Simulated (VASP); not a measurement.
A run of VASP 6.6.1 is set up as follows.

Contents of INCAR:

```
SYSTEM = AgIr2
PREC = Accurate
ENCUT = 600
EDIFF = 1E-6
ISMEAR = 0
SIGMA = 0.1
LREAL = .FALSE.
LASPH = .TRUE.
NELM = 80
ALGO = Normal
ISIF = 3
LWAVE = .FALSE.
LCHARG = .FALSE.
GGA = PE
IBRION = 2
NSW = 90
EDIFFG = -0.04
```

File KPOINTS:

```
Automatic mesh
0
G
  6 6 4
  0 0 0
```

File POSCAR:

```
AgIr2
1.0
    3.5961273062      0.0000000000      0.0000000000
   -1.7980636531      3.1143376024      0.0000000000
    0.0000000000      0.0000000000      3.8828617093
Ag Ir
1 2
Direct
    0.0000000000      0.0000000000      0.0000000000
    0.3333333333      0.6666666667      0.5000000000
    0.6666666667      0.3333333333      0.5000000000
```

Potentials or basis: VASP PAW PBE potentials, release 64 (Ag, Ir).

The run is started by

```console
$ cat potpaw_PBE.64/Ag/POTCAR potpaw_PBE.64/Ir/POTCAR > POTCAR
$ mpirun -np 1 vasp_std > vasp.out
```

(1) What does it give for the relaxed volume?

(2) Predict the space group after relaxing (to 0.1 Å).

## Answers

(1) 15.70 Å³/atom.

(2) P6/mmm (No. 191).

Caveat: the k points lie up to 0.59 Å⁻¹ apart in the final cell, too coarse for converged energies and pressures of a metal; a cell axis changed by over 15 % at a fixed basis, so the end point is rough.
